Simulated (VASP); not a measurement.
# Al2O3 (P-3m1) in VASP: a series of runs, part 2 of 2

VASP 6.6.1. The steps go on from the part before.

**5. Single point, r2SCAN+D3(BJ)**

This run uses another cell than the first one, of 12.42 Å³/atom, 1.095 times its volume.

The input, POSCAR:

```
Al2O3
1.0
    3.0571912773      0.0000000000      0.0000000000
   -1.5285951321      2.6476053778      0.0000000000
    0.0000000000      0.0000000000      7.6743136939
Al O
2 3
Direct
    0.0000000000      0.0000000000      0.2779510000
    0.0000000000      0.0000000000      0.7220490000
    0.3333333333      0.6666666667      0.1994540000
    0.6666666667      0.3333333333      0.8005460000
    0.0000000000      0.0000000000      0.5000000000
```

The input, INCAR.step1:

```
PREC = Accurate ; ENCUT = 520
ISMEAR = -1 ; SIGMA = 0.01
LREAL = False ; LASPH = True
NELM = 60 ; NBANDS = 20
GGA = PE ; ALGO = Normal
EDIFF = 1E-4 ; LWAVE = True
LCHARG = False
```

The input, INCAR.step2:

```
PREC = Accurate ; ENCUT = 520
EDIFF = 1E-6 ; ISMEAR = -1
SIGMA = 0.01 ; LREAL = False
LASPH = True ; NELM = 60
ALGO = Normal ; ISIF = 2
LWAVE = False ; LCHARG = False
METAGGA = R2SCAN ; LMIXTAU = True
IVDW = 12 ; VDW_S6 = 1.0
VDW_S8 = 0.78981345 ; VDW_A1 = 0.49484001
VDW_A2 = 5.73083694 ; NBANDS = 20
ISTART = 1
```

The input, KPOINTS:

```
regular mesh
0
Gamma
  12 12 4
```

Potentials or basis: VASP PAW PBE potentials, release 64 (Al, O).

Started as:

```console
cat potpaw_PBE.64/Al/POTCAR potpaw_PBE.64/O/POTCAR > POTCAR
cp INCAR.step1 INCAR
mpirun -np 1 vasp_std > vasp.out
cp INCAR.step2 INCAR
mpirun -np 1 vasp_std > vasp.out
```

OUTCAR:

```text
PREC = Accurate
   ENCUT = 520
   EDIFF = 1E-6
   ISMEAR = -1
   LREAL = False
   LASPH = True
   NELM = 60
   ISIF = 2
   METAGGA = R2SCAN
   IVDW = 12
   ISTART = 1
 IVDW          = 12

 ion  position               nearest neighbor table
   1  0.000  0.000  0.278-   5 1.70   3 1.87   3 1.87   3 1.87
   2  0.000  0.000  0.722-   5 1.70   4 1.87   4 1.87   4 1.87
   3  0.333  0.667  0.199-   1 1.87   1 1.87   1 1.87
   4  0.667  0.333  0.801-   2 1.87   2 1.87   2 1.87
   5  0.000  0.000  0.500-   1 1.70   2 1.70

  LATTYP: Found a hexagonal cell.
 ALAT       =     3.0571912773
 C/A-ratio  =     2.5102497678

  Lattice vectors:

 A1 = (   3.0571912773,   0.0000000000,   0.0000000000)
 A2 = (  -1.5285951321,   2.6476053778,   0.0000000000)
 A3 = (   0.0000000000,   0.0000000000,   7.6743136939)

Analysis of symmetry for initial positions (statically):
=====================================================================
 Subroutine PRICEL returns:
 Original cell was already a primitive cell.

 Routine SETGRP: Setting up the symmetry group for a
[... 173 lines left out ...]

 E-fermi :   3.4289     XC(G=0):  -9.9772

 val. band max:        3.1861616220   @ k =   0.0000   0.0000   0.0000
 cond. band min:       5.8546306170   @ k =   0.0000   0.0000   0.0000
 fundamental gap:      2.6684689950
 Fermi energy:         3.4288868569

 k-point     1 :       0.0000    0.0000    0.0000
  band No.  band energies     occupation
      1     -17.2942      2.00000
      2     -17.1307      2.00000
      3     -14.5547      2.00000
      4      -2.6296      2.00000
      5      -1.2850      2.00000
      6      -0.6119      2.00000
[... 541 lines left out ...]
     19      16.4275      0.00000
     20      16.4735      0.00000

 [... further k-points ...]

------------------------ aborting loop because EDIFF is reached ----------------------------------------

 Edisp (eV)   -0.38105

 E8    (eV) :    -0.1104

  FORCE on cell =-STRESS in cart. coord.  units (eV):
  Direction    XX          YY          ZZ          XY          YZ          ZX
  --------------------------------------------------------------------------------------
  -------------------------------------------------------------------------------------
  Total      -4.53326    -4.53326    -5.25548    -0.00000     0.00000    -0.00000
  in kB    -116.92454  -116.92455  -135.55239    -0.00002     0.00000    -0.00000
  external pressure =     -123.13 kB  Pullay stress =        0.00 kB

 VOLUME and BASIS-vectors are now :
 -----------------------------------------------------------------------------
  energy-cutoff  :      520.00
  volume of cell :       62.12
      direct lattice vectors                 reciprocal lattice vectors
     3.057191277  0.000000000  0.000000000     0.327097623  0.188849833  0.000000000
    -1.528595132  2.647605378  0.000000000     0.000000000  0.377699792  0.000000000
     0.000000000  0.000000000  7.674313694     0.000000000  0.000000000  0.130304812

 POSITION                                       TOTAL-FORCE (eV/Angst)
 -----------------------------------------------------------------------------------
      0.00000      0.00000      2.13308         0.000000     -0.000000      0.459772
      0.00000      0.00000      5.54123         0.000000      0.000000     -0.459772
      0.00000      1.76507      1.53067        -0.000000     -0.000000      0.709738
      1.52860      0.88254      6.14364        -0.000000      0.000000     -0.709738
      0.00000      0.00000      3.83716        -0.000000      0.000000      0.000000
 -----------------------------------------------------------------------------------
    total drift:                                0.000000      0.000000     -0.000000

  FREE ENERGIE OF THE ION-ELECTRON SYSTEM (eV)
  ---------------------------------------------------
  free  energy   TOTEN  =       -46.8706539329 eV

  energy  without entropy=      -46.8706539329  energy(sigma->0) =      -46.87065393
```

OUTCAR.step1:

```text
PREC = Accurate
   ENCUT = 520
   ISMEAR = -1
   LREAL = False
   LASPH = True
   NELM = 60
[... 784 lines left out ...]
      0.00000      1.76507      1.53067         0.000000      0.000000      0.385793
      1.52860      0.88254      6.14364        -0.000000     -0.000000     -0.385793
      0.00000      0.00000      3.83716        -0.000000      0.000000     -0.000000
 -----------------------------------------------------------------------------------
    total drift:                                0.000000      0.000000     -0.000000

  FREE ENERGIE OF THE ION-ELECTRON SYSTEM (eV)
  ---------------------------------------------------
  free  energy   TOTEN  =       -36.1416278801 eV

  energy  without entropy=      -36.1416278801  energy(sigma->0) =      -36.14162788
```

It took 1.9 min on 1 thread of Intel Xeon 6975P-C (Granite Rapids), shared host; peak memory 0.23 GiB.

What came out:

```yaml
Free_energy: -46.8707 eV
Pressure: -12.3 GPa
Largest_force: 0.710 eV/Å
Band_gap_on_the_k_mesh: 2.67 eV, direct
Dispersion_energy_per_atom: -0.076 eV
```

Forces in eV/Å, atoms in the order of the input:
```
Al   0.000  0.000  0.460
Al   0.000  0.000 -0.460
O    0.000  0.000  0.710
O    0.000  0.000 -0.710
O    0.000  0.000  0.000
```

Stress tensor (GPa, compression positive):
```
-11.69   0.00   0.00
  0.00 -11.69   0.00
  0.00   0.00 -13.56
```

Caveat: the PAW data sets were made with another functional, which shifts forces and pressure a little. A k mesh can miss the band edges.

**6. Single point, r2SCAN+D3(BJ)**

This run uses another cell than the first one, of 12.78 Å³/atom, 1.126 times its volume.

Changes to POSCAR since step 5:

```diff
@@ -2,5 +2,5 @@
 1.0
-    3.0571912773      0.0000000000      0.0000000000
-   -1.5285951321      2.6476053778      0.0000000000
-    0.0000000000      0.0000000000      7.6743136939
+    3.0863091372      0.0000000000      0.0000000000
+   -1.5431540572      2.6728221848      0.0000000000
+    0.0000000000      0.0000000000      7.7474067949
 Al O
```

The input, INCAR.step1:

```
SYSTEM = Al2O3
ALGO = Normal
EDIFF = 1E-4
ENCUT = 520
GGA = PE
ISMEAR = -1
LASPH = .True.
LCHARG = .False.
LREAL = .False.
LWAVE = .True.
NBANDS = 20
NELM = 80
PREC = Accurate
SIGMA = 0.01
```

The input, INCAR.step2:

```
SYSTEM = Al2O3
ALGO = Normal
EDIFF = 1E-7
ENCUT = 520
ISIF = 2
ISMEAR = -1
ISTART = 1
IVDW = 12
LASPH = .True.
LCHARG = .False.
LMIXTAU = .True.
LREAL = .False.
LWAVE = .False.
METAGGA = R2SCAN
NBANDS = 20
NELM = 80
PREC = Accurate
SIGMA = 0.01
VDW_A1 = 0.49484001
VDW_A2 = 5.73083694
VDW_S6 = 1.0
VDW_S8 = 0.78981345
```

The input, KPOINTS:

```
k-points
0
Gamma
  12 12 4
  0 0 0
```

Potentials or basis: VASP PAW PBE potentials, release 64 (Al, O).

Started as:

```console
cat potpaw_PBE.64/Al/POTCAR potpaw_PBE.64/O/POTCAR > POTCAR
cp INCAR.step1 INCAR
mpirun -np 1 vasp_std > vasp.out
cp INCAR.step2 INCAR
mpirun -np 1 vasp_std > vasp.out
```

OUTCAR:

```text
SYSTEM = Al2O3
   EDIFF = 1E-7
   ENCUT = 520
   ISIF = 2
   ISMEAR = -1
   ISTART = 1
   IVDW = 12
   LASPH = .True.
   LREAL = .False.
   METAGGA = R2SCAN
   NELM = 80
   PREC = Accurate
 IVDW          = 12

 ion  position               nearest neighbor table
   1  0.000  0.000  0.278-   5 1.72   3 1.88   3 1.88   3 1.88
   2  0.000  0.000  0.722-   5 1.72   4 1.88   4 1.88   4 1.88
   3  0.333  0.667  0.199-   1 1.88   1 1.88   1 1.88
   4  0.667  0.333  0.801-   2 1.88   2 1.88   2 1.88
   5  0.000  0.000  0.500-   1 1.72   2 1.72

  LATTYP: Found a hexagonal cell.
 ALAT       =     3.0863091372
 C/A-ratio  =     2.5102497678

  Lattice vectors:

 A1 = (   3.0863091372,   0.0000000000,   0.0000000000)
 A2 = (  -1.5431540572,   2.6728221848,   0.0000000000)
 A3 = (   0.0000000000,   0.0000000000,   7.7474067949)

Analysis of symmetry for initial positions (statically):
=====================================================================
 Subroutine PRICEL returns:
 Original cell was already a primitive cell.

 Routine SETGRP: Setting up the symmetry group for a
 hexagonal supercell.

 Subroutine GETGRP returns: Found 12 space group operations
 (whereof 12 operations were pure point group operations)
 out of a pool of 24 trial point group operations.

The static configuration has the point symmetry D_3d.

Analysis of symmetry for dynamics (positions and initial velocities):
=====================================================================
 Subroutine PRICEL returns:
 Original cell was already a primitive cell.

 Routine SETGRP: Setting up the symmetry group for a
 hexagonal supercell.

 Subroutine GETGRP returns: Found 12 space group operations
 (whereof 12 operations were pure point group operations)
 out of a pool of 24 trial point group operations.

The dynamic configuration has the point symmetry D_3d.

 Subroutine INISYM returns: Found 12 space group operations
 (whereof 12 operations are pure point group operations),
 and found     1 'primitive' translations

----------------------------------------------------------------------------------------

                                     Primitive cell

  volume of cell :      63.9096

  direct lattice vectors                    reciprocal lattice vectors
     3.086309137  0.000000000  0.000000000     0.324011612  0.187068125  0.000000000
    -1.543154057  2.672822185  0.000000000     0.000000000  0.374136374  0.000000000
     0.000000000  0.000000000  7.747406795     0.000000000  0.000000000  0.129075448

  length of vectors
     3.086309137  3.086308940  7.747406795     0.374136350  0.374136374  0.129075448

  position of ions in fractional coordinates (direct lattice)
     0.000000000  0.000000000  0.277951000
     0.000000000  0.000000000  0.722049000
     0.333333333  0.666666667  0.199454000
     0.666666667  0.333333333  0.800546000
     0.000000000  0.000000000  0.500000000

  ion indices of the primitive-cell ions
   primitive index   ion index
                 1           1
                 2           2
                 3           3
                 4           4
                 5           5

[... 22 lines left out ...]
 ===========================================

 Found     69 irreducible k-points:

 Following reciprocal coordinates:
            Coordinates               Weight
  0.000000  0.000000  0.000000      1.000000
  0.083333 -0.000000  0.000000      6.000000
  0.166667 -0.000000  0.000000      6.000000
  0.250000 -0.000000  0.000000      6.000000
  0.333333 -0.000000  0.000000      6.000000
  0.416667  0.000000  0.000000      6.000000
[... 16 lines left out ...]
  0.166667 -0.000000  0.250000      6.000000
  0.000000  0.166667  0.250000      6.000000
 [... further k-points ...]
   k-points           NKPTS =     69   k-points in BZ     NKDIM =     69   number of bands    NBANDS=     20
   number of dos      NEDOS =    301   number of ions     NIONS =      5
   total plane-waves  NPLWV =  34560
   dimension x,y,z NGX =    24 NGY =   24 NGZ =   60
   dimension x,y,z NGXF=    48 NGYF=   48 NGZF=  120
   ions per type =               2   3
   NGX,Y,Z   is equivalent  to a cutoff of  12.93, 12.93, 12.87 a.u.
   NGXF,Y,Z  is equivalent  to a cutoff of  25.86, 25.86, 25.75 a.u.
 SYSTEM =  Al2O3
   PREC   = accura    normal or accurate (medium, high low for compatibility)
   ISTART =      1    job   : 0-new  1-cont  2-samecut
   ICHARG =      0    charge: 1-file 2-atom 10-const
   ISPIN  =      1    spin polarized calculation?
   LNONCOLLINEAR =      F non collinear calculations
   LSORBIT =      F    spin-orbit coupling
   LASPH  =      T    aspherical Exc in radial PAW
   ENCUT  =  520.0 eV  38.22 Ry    6.18 a.u.   5.74  5.74 14.41*2*pi/ulx,y,z
   NELM   =     80;   NELMIN=  2; NELMDL=  0     # of ELM steps
   EDIFF  = 0.1E-06   stopping-criterion for ELM
   LREAL  =      F    real-space projection
   EDIFFG = 0.1E-05   stopping-criterion for IOM
   NSW    =      0    number of steps for IOM
   IBRION =     -1    ionic relax: 0-MD 1-quasi-New 2-CG
   NFREE  =      0    steps in history (QN), initial steepest desc. (CG)
   ISIF   =      2    stress and relaxation
   ISYM   =      2    0-nonsym 1-usesym 2-fastsym
   POTIM  = 0.5000    time-step for ionic-motion
   TEBEG  =    0.0;   TEEND  =   0.0 temperature during run
   PSTRESS=    0.0 pullay stress
   NELECT =      24.0000    total number of electrons
   NUPDOWN=      -1.0000    fix difference up-down
   EMIN   =  10.00;   EMAX   =-10.00  energy-range for DOS
   EFERMI =   0.00;   METHOD = LEGACY
   ISMEAR =    -1;   SIGMA  =   0.01  broadening in eV -4-tet -1-fermi 0-gaus
   EFERMI_NEDOS =   21; number of points for ismear=-14 and -15
   IALGO  =     38    algorithm
   IMIX   =      4    mixing-type and parameters
     AMIX     =   0.40;   BMIX     =  1.00
     AMIX_MAG =   1.60;   BMIX_MAG =  1.00
  volume/ion in A,a.u.               =      12.78        86.26
  Fermi-wavevector in a.u.,A,eV,Ry     =   1.181109  2.231972 18.980377  1.395018
  Thomas-Fermi vector in A             =   2.317389
   LORBIT       =      0    0 simple, 1 ext, 2 COOP (PROOUT), +10 PAW based schemes
   METAGGA = R2SCAN    functional components
   LHFCALC =     F    Hartree Fock is set to
   AEXX    =    0.0000 exact exchange contribution
   IVDW    =    12    specifies the selected vdW correction
   LEPSILON=     F    determine dielectric tensor
   LRPA    =     F    only Hartree local field effects (RPA)
 non-spin polarized calculation
  energy-cutoff  :      520.00
  volume of cell :       63.91
 maximum number of plane-waves:      1741
 NGX is ok and might be reduce to    24
   NGX = 11   NGY = 11   NGZ = 29

 number of electron      24.0000010 magnetization

 Free energy of the ion-electron system (eV)
  ---------------------------------------------------
  ext. energy  EPLUGINS =         0.00000000
  ---------------------------------------------------
  free energy    TOTEN  =       -46.34439260 eV

  energy without entropy =      -46.34439260  energy(sigma->0) =      -46.34439260

 E-fermi :   3.1907     XC(G=0):  -9.8500

 val. band max:        2.9776007302   @ k =   0.0000   0.0000   0.0000
 cond. band min:       5.4435211254   @ k =   0.0000   0.0000   0.0000
 fundamental gap:      2.4659203952
 Fermi energy:         3.1906854709

 k-point     1 :       0.0000    0.0000    0.0000
  band No.  band energies     occupation
      1     -17.3764      2.00000
      2     -17.2255      2.00000
      3     -14.6828      2.00000
      4      -2.7703      2.00000
      5      -1.4043      2.00000
      6      -0.7841      2.00000
[... 541 lines left out ...]
     19      15.9240      0.00000
     20      16.0236      0.00000

 [... further k-points ...]

------------------------ aborting loop because EDIFF is reached ----------------------------------------

 Edisp (eV)   -0.37026

 E8    (eV) :    -0.1073

  FORCE on cell =-STRESS in cart. coord.  units (eV):
  Direction    XX          YY          ZZ          XY          YZ          ZX
  --------------------------------------------------------------------------------------
  -------------------------------------------------------------------------------------
  Total      -5.95043    -5.95043    -7.06794    -0.00000     0.00000    -0.00000
  in kB    -149.17391  -149.17391  -177.18932    -0.00003     0.00000    -0.00000
  external pressure =     -158.51 kB  Pullay stress =        0.00 kB

 VOLUME and BASIS-vectors are now :
 -----------------------------------------------------------------------------
  energy-cutoff  :      520.00
  volume of cell :       63.91
      direct lattice vectors                 reciprocal lattice vectors
     3.086309137  0.000000000  0.000000000     0.324011612  0.187068125  0.000000000
    -1.543154057  2.672822185  0.000000000     0.000000000  0.374136374  0.000000000
     0.000000000  0.000000000  7.747406795     0.000000000  0.000000000  0.129075448

 POSITION                                       TOTAL-FORCE (eV/Angst)
 -----------------------------------------------------------------------------------
      0.00000      0.00000      2.15340         0.000000      0.000000      0.700117
      0.00000      0.00000      5.59401        -0.000000     -0.000000     -0.700117
      0.00000      1.78188      1.54525         0.000000      0.000000      0.902397
      1.54315      0.89094      6.20216        -0.000000      0.000000     -0.902397
      0.00000      0.00000      3.87370         0.000000      0.000000     -0.000000
 -----------------------------------------------------------------------------------
    total drift:                                0.000000      0.000000     -0.000000

  FREE ENERGIE OF THE ION-ELECTRON SYSTEM (eV)
  ---------------------------------------------------
  free  energy   TOTEN  =       -46.7146546389 eV

  energy  without entropy=      -46.7146546389  energy(sigma->0) =      -46.71465464
```

It took 2.1 min on 1 thread of Intel Xeon 6975P-C (Granite Rapids), shared host; peak memory 0.22 GiB.

What came out:

| Quantity | Value |
| --- | --- |
| Free energy | -46.7147 eV |
| Pressure | -15.9 GPa |
| Largest force | 0.902 eV/Å |
| Band gap on the k mesh | 2.47 eV, direct |
| Dispersion energy per atom | -0.074 eV |

Forces on the atoms (eV/Å):
```
Al   0.000  0.000  0.700
Al   0.000  0.000 -0.700
O    0.000  0.000  0.902
O    0.000  0.000 -0.902
O    0.000  0.000  0.000
```

Caveat: the PAW data sets were made with another functional, which shifts forces and pressure a little. r2SCAN opens gaps a little over a GGA but as a rule still falls short of measured ones.

**7. Summary**

| cell | gap on the mesh (eV) | pressure (GPa) | largest force (eV/Å) |
| --- | --- | --- | --- |
| a = 2.966, b = 2.966, c = 7.446 Å, angles 90.0, 90.0, 120.0°, 5 atoms | 3.34 | 2.3 | 0.42 |
| a = 2.997, b = 2.997, c = 7.524 Å, angles 90.0, 90.0, 120.0°, 5 atoms | 3.10 | -3.4 | 0.25 |
| a = 3.028, b = 3.028, c = 7.600 Å, angles 90.0, 90.0, 120.0°, 5 atoms | 2.88 | -8.2 | 0.49 |
| a = 3.057, b = 3.057, c = 7.674 Å, angles 90.0, 90.0, 120.0°, 5 atoms | 2.67 | -12.3 | 0.71 |
| a = 3.086, b = 3.086, c = 7.747 Å, angles 90.0, 90.0, 120.0°, 5 atoms | 2.47 | -15.9 | 0.90 |

Alike in all rows: task single point; level r2SCAN+D3(BJ); potentials or basis VASP PAW PBE potentials, release 64 (Al, O); no spin polarisation; k mesh 12 × 12 × 4; cutoff (eV) 520; smearing fermi-dirac 0.01 eV.

Caveats: the PAW data sets were made with another functional, which shifts forces and pressure a little.

Total energies depend on the potentials used, so only differences within one code and one set of settings carry meaning.
